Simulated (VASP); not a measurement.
## Be: single point with PBEsol

Be:

```
Be
1.0
     1.96983    0.00000    0.00000
    -0.98491    1.70592    0.00000
     0.00000    0.00000    3.13432
Be
2
Direct
  0.33333 0.66667 0.25000
  0.66667 0.33333 0.75000
```

| Quantity | Value |
| --- | --- |
| Program | VASP 6.6.1 |
| Task | single point |
| Functional | PBEsol |
| Potentials or basis | VASP PAW PBE potentials, release 64 (Be) |
| Cutoff | 520 eV |
| k mesh | 9 × 9 × 6 |
| Occupations | gaussian, width 0.1 eV |
| Spin | no spin polarisation |
| Dipole correction | no |
| Further INCAR settings | ALGO = Normal; EDIFF = 1e-07; NBANDS = 9 |

```yaml
Pressure: 95.9 GPa
Band_gap_on_the_k_mesh: zero (bands 2 and 3 overlap by 2.52 eV)
```

Stress tensor (GPa, compression positive):
```
95.74  0.00  0.00
 0.00 95.74  0.00
 0.00  0.00 96.10
```

Levels at points of the mesh, in eV from the Fermi level:
```
           k point  band 1  band 2  band 3  band 4  band 5
(0.00, 0.00, 0.00)  -13.00   -5.70    3.27   22.73   22.73
(0.00, 0.00, 0.50)  -10.63  -10.63   14.79   14.79   25.00
```

It took 7.5 s on 1 thread of AMD EPYC 7571, with other jobs on the host, peak memory 0.08 GiB.

Caveat: the k points lie up to 0.41 Å⁻¹ apart, too coarse for converged energies and pressures of a metal; the PAW data sets were made with another functional, which shifts forces and pressure a little.
